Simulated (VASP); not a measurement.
# Rb2Ag3 (Pm-3m) in VASP: further runs

The runs below take Rb2Ag3 through single point, with PBE.

All numbers are computed with VASP 6.6.1; they aren't measurements. Logs are shortened: lines on timing, memory, paths and dates and some standing lists are left out, and cuts for length are marked.

## (1) The cell of the first run

It takes space group Pm-3m (No. 221, cubic). The conventional cell has a = 5.560 Å, b = 5.560 Å, c = 5.560 Å, α = 90.00°, β = 90.00°, γ = 90.00°. Within 3.7 Å of Rb (site symmetry m-3m) lie 6 Ag at 2.78 Å. Rb (site symmetry m-3m) has 12 Ag at 3.93 Å and 8 Rb at 4.82 Å within 5.2 Å. Ag (site symmetry 4/mmm) has 2 Rb at 2.78 Å within 3.7 Å.

The cell was built from a structure type or drawn by symmetry, and may not be a known phase.

## (2) Single point, PBE

The input, INCAR:

```
SYSTEM = Rb2Ag3
ALGO = Normal
EDIFF = 1E-6
ENCUT = 500
GGA = PE
GGA_COMPAT = .False.
ISIF = 2
ISMEAR = 0
LASPH = .True.
LCHARG = .False.
LREAL = .False.
LWAVE = .False.
NBANDS = 34
NELM = 120
PREC = Accurate
SIGMA = 0.1
```

The input, KPOINTS:

```
k-points
0
Gamma
  4 4 4
  0 0 0
```

The input, POSCAR:

```
Rb2Ag3
1.0
    5.5604900900      0.0000000000      0.0000000000
    0.0000000000      5.5604900900      0.0000000000
    0.0000000000      0.0000000000      5.5604900900
Rb Ag
2 3
Direct
    0.0000000000      0.0000000000      0.0000000000
    0.5000000000      0.5000000000      0.5000000000
    0.5000000000      0.0000000000      0.0000000000
    0.0000000000      0.5000000000      0.0000000000
    0.0000000000      0.0000000000      0.5000000000
```

Potentials or basis: VASP PAW PBE potentials, release 64 (Rb_sv, Ag).

Started as:

```bash
> cat potpaw_PBE.64/Rb_sv/POTCAR potpaw_PBE.64/Ag/POTCAR > POTCAR
> mpirun -np 1 vasp_std > vasp.out
```

OUTCAR:

```text
SYSTEM = Rb2Ag3
   EDIFF = 1E-6
   ENCUT = 500
   GGA = PE
   ISIF = 2
   ISMEAR = 0
   LASPH = .True.
   LREAL = .False.
   NELM = 120
   PREC = Accurate

 ion  position               nearest neighbor table
   1  0.000  0.000  0.000-   3 2.78   4 2.78   5 2.78   5 2.78   4 2.78   3 2.78   2 4.82   2 4.82
                             2 4.82   2 4.82   2 4.82   2 4.82   2 4.82   2 4.82
   2  0.500  0.500  0.500-   3 3.93   4 3.93   5 3.93   3 3.93   4 3.93   3 3.93   5 3.93   3 3.93
                             4 3.93   5 3.93   4 3.93   5 3.93   1 4.82   1 4.82   1 4.82   1 4.82
   3  0.500  0.000  0.000-   1 2.78   1 2.78   2 3.93   2 3.93   2 3.93   2 3.93
   4  0.000  0.500  0.000-   1 2.78   1 2.78   2 3.93   2 3.93   2 3.93   2 3.93
   5  0.000  0.000  0.500-   1 2.78   1 2.78   2 3.93   2 3.93   2 3.93   2 3.93

  LATTYP: Found a simple cubic cell.
 ALAT       =     5.5604900900

  Lattice vectors:

 A1 = (   5.5604900900,   0.0000000000,   0.0000000000)
 A2 = (   0.0000000000,   5.5604900900,   0.0000000000)
 A3 = (   0.0000000000,   0.0000000000,   5.5604900900)

Analysis of symmetry for initial positions (statically):
=====================================================================
 Subroutine PRICEL returns:
 Original cell was already a primitive cell.

 Routine SETGRP: Setting up the symmetry group for a
 simple cubic supercell.

 Subroutine GETGRP returns: Found 48 space group operations
 (whereof 48 operations were pure point group operations)
 out of a pool of 48 trial point group operations.

The static configuration has the point symmetry O_h .

Analysis of symmetry for dynamics (positions and initial velocities):
=====================================================================
 Subroutine PRICEL returns:
 Original cell was already a primitive cell.

 Routine SETGRP: Setting up the symmetry group for a
 simple cubic supercell.

 Subroutine GETGRP returns: Found 48 space group operations
 (whereof 48 operations were pure point group operations)
 out of a pool of 48 trial point group operations.

The dynamic configuration has the point symmetry O_h .

 Subroutine INISYM returns: Found 48 space group operations
 (whereof 48 operations are pure point group operations),
 and found     1 'primitive' translations

----------------------------------------------------------------------------------------

                                     Primitive cell

  volume of cell :     171.9251

  direct lattice vectors                    reciprocal lattice vectors
     5.560490090  0.000000000  0.000000000     0.179840263  0.000000000  0.000000000
     0.000000000  5.560490090  0.000000000     0.000000000  0.179840263  0.000000000
     0.000000000  0.000000000  5.560490090     0.000000000  0.000000000  0.179840263

  length of vectors
     5.560490090  5.560490090  5.560490090     0.179840263  0.179840263  0.179840263

  position of ions in fractional coordinates (direct lattice)
     0.000000000  0.000000000  0.000000000
     0.500000000  0.500000000  0.500000000
     0.500000000  0.000000000  0.000000000
     0.000000000  0.500000000  0.000000000
     0.000000000  0.000000000  0.500000000

  ion indices of the primitive-cell ions
   primitive index   ion index
                 1           1
                 2           2
                 3           3
                 4           4
                 5           5

----------------------------------------------------------------------------------------

 KPOINTS: k-points

Automatic generation of k-mesh.
 Grid dimensions read from file:
 generate k-points for:    4    4    4

 Generating k-lattice:

  Cartesian coordinates                     Fractional coordinates (reciprocal lattice)
     0.044960066  0.000000000  0.000000000     0.250000000  0.000000000  0.000000000
     0.000000000  0.044960066  0.000000000     0.000000000  0.250000000  0.000000000
     0.000000000  0.000000000  0.044960066     0.000000000  0.000000000  0.250000000

  Length of vectors
     0.044960066  0.044960066  0.044960066

  Shift w.r.t. Gamma in fractional coordinates (k-lattice)
     0.000000000  0.000000000  0.000000000

 Subroutine IBZKPT returns following result:
 ===========================================

 Found     10 irreducible k-points:

 Following reciprocal coordinates:
            Coordinates               Weight
  0.000000  0.000000  0.000000      1.000000
  0.250000  0.000000  0.000000      6.000000
  0.500000  0.000000  0.000000      3.000000
  0.250000  0.250000  0.000000     12.000000
  0.500000  0.250000  0.000000     12.000000
  0.500000  0.500000  0.000000      3.000000
  0.250000  0.250000  0.250000      8.000000
  0.500000  0.250000  0.250000     12.000000
  0.500000  0.500000  0.250000      6.000000
  0.500000  0.500000  0.500000      1.000000
   k-points           NKPTS =     10   k-points in BZ     NKDIM =     10   number of bands    NBANDS=     34
   number of dos      NEDOS =    301   number of ions     NIONS =      5
   total plane-waves  NPLWV =  74088
   dimension x,y,z NGX =    42 NGY =   42 NGZ =   42
   dimension x,y,z NGXF=    84 NGYF=   84 NGZF=   84
   ions per type =               2   3
   NGX,Y,Z   is equivalent  to a cutoff of  12.56, 12.56, 12.56 a.u.
   NGXF,Y,Z  is equivalent  to a cutoff of  25.11, 25.11, 25.11 a.u.
 SYSTEM =  Rb2Ag3
   PREC   = accura    normal or accurate (medium, high low for compatibility)
   ISTART =      0    job   : 0-new  1-cont  2-samecut
   ICHARG =      2    charge: 1-file 2-atom 10-const
   ISPIN  =      1    spin polarized calculation?
   LNONCOLLINEAR =      F non collinear calculations
   LSORBIT =      F    spin-orbit coupling
   LASPH  =      T    aspherical Exc in radial PAW
   ENCUT  =  500.0 eV  36.75 Ry    6.06 a.u.  10.14 10.14 10.14*2*pi/ulx,y,z
   NELM   =    120;   NELMIN=  2; NELMDL= -5     # of ELM steps
   EDIFF  = 0.1E-05   stopping-criterion for ELM
   LREAL  =      F    real-space projection
   EDIFFG = 0.1E-04   stopping-criterion for IOM
   NSW    =      0    number of steps for IOM
   IBRION =     -1    ionic relax: 0-MD 1-quasi-New 2-CG
   NFREE  =      0    steps in history (QN), initial steepest desc. (CG)
   ISIF   =      2    stress and relaxation
   ISYM   =      2    0-nonsym 1-usesym 2-fastsym
   POTIM  = 0.5000    time-step for ionic-motion
   TEBEG  =    0.0;   TEEND  =   0.0 temperature during run
   PSTRESS=    0.0 pullay stress
   NELECT =      51.0000    total number of electrons
   NUPDOWN=      -1.0000    fix difference up-down
   EMIN   =  10.00;   EMAX   =-10.00  energy-range for DOS
   EFERMI =   0.00;   METHOD = LEGACY
   ISMEAR =     0;   SIGMA  =   0.10  broadening in eV -4-tet -1-fermi 0-gaus
   EFERMI_NEDOS =   21; number of points for ismear=-14 and -15
   IALGO  =     38    algorithm
   IMIX   =      4    mixing-type and parameters
     AMIX     =   0.40;   BMIX     =  1.00
     AMIX_MAG =   1.60;   BMIX_MAG =  1.00
  volume/ion in A,a.u.               =      34.39       232.04
  Fermi-wavevector in a.u.,A,eV,Ry     =   1.091822  2.063244 16.219167  1.192075
  Thomas-Fermi vector in A             =   2.228075
   LORBIT       =      0    0 simple, 1 ext, 2 COOP (PROOUT), +10 PAW based schemes
   GGA     = PE    functional components
   LHFCALC =     F    Hartree Fock is set to
   AEXX    =    0.0000 exact exchange contribution
   IVDW    =     0    specifies the selected vdW correction
   LEPSILON=     F    determine dielectric tensor
   LRPA    =     F    only Hartree local field effects (RPA)
 non-spin polarized calculation
 Gauss-broadening in eV      SIGMA  =   0.10
  energy-cutoff  :      500.00
  volume of cell :      171.93
 maximum number of plane-waves:      4416
 NGX is ok and might be reduce to    42
   NGX = 21   NGY = 21   NGZ = 21

 number of electron      51.0000003 magnetization

 Free energy of the ion-electron system (eV)
  ---------------------------------------------------
  ext. energy  EPLUGINS =         0.00000000
  ---------------------------------------------------
  free energy    TOTEN  =        -5.52252749 eV

  energy without entropy =       -5.50000080  energy(sigma->0) =       -5.51126414

 E-fermi :   2.0210     XC(G=0):  -8.3241

 val. band max:        1.8786436505   @ k =   0.2500   0.2500   0.2500
 cond. band min:       2.0692098843   @ k =   0.5000   0.2500   0.0000
 fundamental gap:      0.1905662338
 Fermi energy:         2.0210414077

 k-point     1 :       0.0000    0.0000    0.0000
  band No.  band energies     occupation
      1     -25.1428      2.00000
      2     -25.0485      2.00000
      3      -9.5201      2.00000
      4      -9.5201      2.00000
      5      -9.5201      2.00000
      6      -9.1499      2.00000
[... 26 lines left out ...]
     33       7.5126      0.00000
     34       7.5129      0.00000

 k-point     2 :       0.2500    0.0000    0.0000
  band No.  band energies     occupation
      1     -25.1387      2.00000
      2     -25.0485      2.00000
      3      -9.6462      2.00000
      4      -9.5225      2.00000
      5      -9.5225      2.00000
      6      -9.1713      2.00000
[... 26 lines left out ...]
     33       7.6901      0.00000
     34       8.0782      0.00000

 k-point     3 :       0.5000    0.0000    0.0000
  band No.  band energies     occupation
      1     -25.1345      2.00000
      2     -25.0485      2.00000
      3      -9.7667      2.00000
      4      -9.5249      2.00000
      5      -9.5249      2.00000
      6      -9.1900      2.00000
[... 26 lines left out ...]
     33       6.2168      0.00000
     34       8.1329      0.00000
[... 186 lines left out ...]
 k-point     9 :       0.5000    0.5000    0.2500
  band No.  band energies     occupation
      1     -25.1227      2.00000
      2     -25.0480      2.00000
      3      -9.7876      2.00000
      4      -9.7876      2.00000
      5      -9.6668      2.00000
      6      -9.1757      2.00000
[... 26 lines left out ...]
     33       7.2358      0.00000
     34       8.1639      0.00000

 k-point    10 :       0.5000    0.5000    0.5000
  band No.  band energies     occupation
      1     -25.1188      2.00000
      2     -25.0478      2.00000
      3      -9.7887      2.00000
      4      -9.7887      2.00000
      5      -9.7887      2.00000
      6      -9.1783      2.00000
[... 26 lines left out ...]
     33       6.5626      0.00000
     34       9.0999      0.00000

------------------------ aborting loop because EDIFF is reached ----------------------------------------

  FORCE on cell =-STRESS in cart. coord.  units (eV):
  Direction    XX          YY          ZZ          XY          YZ          ZX
  --------------------------------------------------------------------------------------
  -------------------------------------------------------------------------------------
  Total        6.7974887      6.7974887      6.7974887     -0.0000000      0.0000000     -0.0000000
  in kB       63.3460972     63.3460972     63.3460972     -0.0000000      0.0000000     -0.0000000
  external PRESSURE =      63.3460972 kB  Pullay stress =       0.0000000 kB

 VOLUME and BASIS-vectors are now :
 -----------------------------------------------------------------------------
  energy-cutoff  :      500.00
  volume of cell :      171.93
      direct lattice vectors                 reciprocal lattice vectors
     5.560490090  0.000000000  0.000000000     0.179840263  0.000000000  0.000000000
     0.000000000  5.560490090  0.000000000     0.000000000  0.179840263  0.000000000
     0.000000000  0.000000000  5.560490090     0.000000000  0.000000000  0.179840263

 POSITION                                       TOTAL-FORCE (eV/Angst)
 -----------------------------------------------------------------------------------
      0.00000      0.00000      0.00000         0.000000      0.000000      0.000000
      2.78025      2.78025      2.78025         0.000000      0.000000      0.000000
      2.78025      0.00000      0.00000         0.000000      0.000000      0.000000
      0.00000      2.78025      0.00000         0.000000      0.000000      0.000000
      0.00000      0.00000      2.78025         0.000000      0.000000      0.000000
 -----------------------------------------------------------------------------------
    total drift:                                0.000000      0.000000     -0.000000

  FREE ENERGIE OF THE ION-ELECTRON SYSTEM (eV)
  ---------------------------------------------------
  free  energy   TOTEN  =        -5.5225274894 eV

  energy  without entropy=       -5.5000007988  energy(sigma->0) =       -5.51126414
```

Run time: 60 s. Hardware: 1 thread of Intel Xeon 8259CL, shared host; peak memory 0.27 GiB.

Results:

```
Free energy            : -5.5225 eV
Pressure               : 6.3 GPa
Band gap on the k mesh : zero (an odd number of electrons rules out a gap without spin polarisation)
```

Levels at points of the mesh, in eV from the Fermi level:
```
           k point  band 21  band 22  band 23  band 24  band 25  band 26  band 27  band 28  band 29  band 30
(0.00, 0.00, 0.00)    -3.75    -3.75    -3.58    -3.37     0.05     0.05     2.63     2.63     2.63     5.38
(0.50, 0.00, 0.00)    -3.79    -3.75    -3.69    -2.20    -1.19     0.35     2.86     2.89     2.89     3.18
(0.50, 0.50, 0.00)    -3.73    -3.62    -3.62    -1.41    -0.27    -0.27     0.12     2.75     2.75     3.25
(0.50, 0.50, 0.50)    -3.61    -3.61    -3.61     0.13     0.13     0.13     0.78     0.78     0.78     1.70
```

Caveat: the cell stands under pressure.

## (3) Single point, PBE

This run uses another cell than the first one, of 54.11 Å³/atom.

The input, INCAR:

```
SYSTEM = Rb2Ag3
ALGO = Normal ; EDIFF = 1E-6
ENCUT = 500 ; GGA = PE
GGA_COMPAT = .False. ; ISIF = 2
ISMEAR = 0 ; LASPH = .True.
LCHARG = .True. ; LELF = .True.
LREAL = .False. ; LVHAR = .True.
LWAVE = .False. ; NBANDS = 34
NELM = 120 ; PREC = Accurate
SIGMA = 0.1
```

KPOINTS is that of step 2.

Changes to POSCAR since step 2:

```diff
@@ -2,5 +2,5 @@
 1.0
-    5.5604900900      0.0000000000      0.0000000000
-    0.0000000000      5.5604900900      0.0000000000
-    0.0000000000      0.0000000000      5.5604900900
+    6.4676085406      0.0000000000      0.0000000000
+    0.0000000000      6.4676085406      0.0000000000
+    0.0000000000      0.0000000000      6.4676085406
 Rb Ag
```

Potentials or basis: VASP PAW PBE potentials, release 64 (Rb_sv, Ag).

Started as:

```bash
> cat potpaw_PBE.64/Rb_sv/POTCAR potpaw_PBE.64/Ag/POTCAR > POTCAR
> mpirun -np 1 vasp_std > vasp.out
```

OUTCAR:

```text
SYSTEM = Rb2Ag3
   EDIFF = 1E-6
   ENCUT = 500
   GGA = PE
   ISIF = 2
   ISMEAR = 0
   LASPH = .True.
   LREAL = .False.
   NELM = 120
   PREC = Accurate

 ion  position               nearest neighbor table
   1  0.000  0.000  0.000-   3 3.23   4 3.23   5 3.23   5 3.23   4 3.23   3 3.23   2 5.60   2 5.60
                             2 5.60   2 5.60   2 5.60   2 5.60   2 5.60   2 5.60
   2  0.500  0.500  0.500-   3 4.57   4 4.57   5 4.57   3 4.57   4 4.57   3 4.57   5 4.57   3 4.57
                             4 4.57   5 4.57   4 4.57   5 4.57   1 5.60   1 5.60   1 5.60   1 5.60
[... 561 lines left out ...]
  -------------------------------------------------------------------------------------
  Total        0.0595518      0.0595518      0.0595518      0.0000000     -0.0000000      0.0000000
  in kB        0.3526746      0.3526746      0.3526746      0.0000000     -0.0000000      0.0000000
  external PRESSURE =       0.3526746 kB  Pullay stress =       0.0000000 kB

 VOLUME and BASIS-vectors are now :
 -----------------------------------------------------------------------------
  energy-cutoff  :      500.00
  volume of cell :      270.54
      direct lattice vectors                 reciprocal lattice vectors
     6.467608541  0.000000000  0.000000000     0.154616655  0.000000000  0.000000000
     0.000000000  6.467608541  0.000000000     0.000000000  0.154616655  0.000000000
     0.000000000  0.000000000  6.467608541     0.000000000  0.000000000  0.154616655

 POSITION                                       TOTAL-FORCE (eV/Angst)
 -----------------------------------------------------------------------------------
      0.00000      0.00000      0.00000         0.000000      0.000000      0.000000
      3.23380      3.23380      3.23380         0.000000      0.000000      0.000000
      3.23380      0.00000      0.00000         0.000000      0.000000      0.000000
      0.00000      3.23380      0.00000         0.000000      0.000000      0.000000
      0.00000      0.00000      3.23380         0.000000      0.000000      0.000000
 -----------------------------------------------------------------------------------
    total drift:                                0.000000      0.000000      0.000000

  FREE ENERGIE OF THE ION-ELECTRON SYSTEM (eV)
  ---------------------------------------------------
  free  energy   TOTEN  =        -6.8120506200 eV

  energy  without entropy=       -6.7766702067  energy(sigma->0) =       -6.79436041
```

OSZICAR:

```text
N       E                     dE             d eps       ncg     rms          rms(c)
DAV:   1     0.299341442193E+03    0.29934E+03   -0.20650E+04   680   0.121E+03
DAV:   2     0.137408343767E+02   -0.28560E+03   -0.27061E+03   784   0.250E+02
DAV:   3    -0.627696749571E+01   -0.20018E+02   -0.19792E+02   850   0.594E+01
DAV:   4    -0.690903445295E+01   -0.63207E+00   -0.63055E+00  1066   0.885E+00
DAV:   5    -0.692035535069E+01   -0.11321E-01   -0.11320E-01   848   0.948E-01    0.568E+00
DAV:   6    -0.685571346201E+01    0.64642E-01   -0.15290E-01   810   0.218E+00    0.319E+00
DAV:   7    -0.682058889628E+01    0.35125E-01   -0.39157E-02   816   0.974E-01    0.741E-01
DAV:   8    -0.681332082975E+01    0.72681E-02   -0.16057E-02   838   0.386E-01    0.192E-01
DAV:   9    -0.681200509098E+01    0.13157E-02   -0.67321E-03   834   0.288E-01    0.705E-02
DAV:  10    -0.681204423571E+01   -0.39145E-04   -0.66186E-04   982   0.709E-02    0.507E-02
DAV:  11    -0.681204660571E+01   -0.23700E-05   -0.96672E-05   788   0.398E-02    0.126E-02
DAV:  12    -0.681205006953E+01   -0.34638E-05   -0.12159E-05   894   0.107E-02    0.674E-03
DAV:  13    -0.681205061995E+01   -0.55042E-06   -0.17745E-06   582   0.513E-03
   1 F= -.68120506E+01 E0= -.67943604E+01  d E =-.353804E-01
```

stdout:

```text
POSCAR found type information on POSCAR RbAg
 POSCAR found :  2 types and       5 ions
 scaLAPACK will be used
 LDA part: xc-table for (Slater+PW92), standard interpolation
 POSCAR, INCAR and KPOINTS ok, starting setup
 FFT: planning ... GRIDC
 FFT: planning ... GRID_SOFT
 FFT: planning ... GRID
 WAVECAR not read
 entering main loop
```

It took 87 s on 1 thread of Intel Xeon 8259CL, shared host; peak memory 0.35 GiB.

What came out:

```
Free energy            : -6.8121 eV
Pressure               : 0.0 GPa
Band gap on the k mesh : zero (an odd number of electrons rules out a gap without spin polarisation)
```
